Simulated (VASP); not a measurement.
Input of a VASP 6.6.1 run:

POSCAR

```
MgS
1.0
    0.0000000000      2.6016500000      2.6016500000
    2.6016500000      0.0000000000      2.6016500000
    2.6016500000      2.6016500000      0.0000000000
S Mg
1 1
Direct
    0.5000000000      0.5000000000      0.5000000000
    0.0000000000      0.0000000000      0.0000000000
```

File INCAR.step1:

```
SYSTEM = MgS
  PREC = Accurate
  ENCUT = 520
  EDIFF = 1E-5
  ISMEAR = -1
  SIGMA = 0.05
  LREAL = .False.
  LASPH = .True.
  NELM = 60
  ALGO = Normal
  ISIF = 2
  LWAVE = .True.
  NBANDS = 11
  GGA = PE
```

The input INCAR.step2:

```
SYSTEM = MgS
  PREC = Accurate
  ENCUT = 520
  EDIFF = 1E-6
  ISMEAR = -1
  SIGMA = 0.05
  LREAL = .False.
  LASPH = .True.
  NELM = 60
  ALGO = Normal
  ISIF = 2
  LWAVE = .False.
  LCHARG = .True.
  GGA = PE
  LHFCALC = .True.
  AEXX = 0.25
  PRECFOCK = Normal
  LELF = .True.
  LVHAR = .True.
  NBANDS = 11
  ISTART = 1
```

The input KPOINTS:

```
regular mesh
0
Gamma
  5 5 5
  0 0 0
```

Potentials or basis: VASP PAW PBE potentials, release 64 (S, Mg).

Launch:

```bash
$ cat potpaw_PBE.64/S/POTCAR potpaw_PBE.64/Mg/POTCAR > POTCAR
$ cp INCAR.step1 INCAR
$ mpirun -np 1 vasp_std > vasp.out
$ cp INCAR.step2 INCAR
$ mpirun -np 1 vasp_std > vasp.out
```

(1) What does it give for the pressure?

(2) Predict the band gap on the k mesh.

Answers

(1) -0.7 GPa.

(2) 4.94 eV, indirect (least direct gap 5.53 eV).

Caveat: the PAW data sets were made with another functional, which shifts forces and pressure a little.
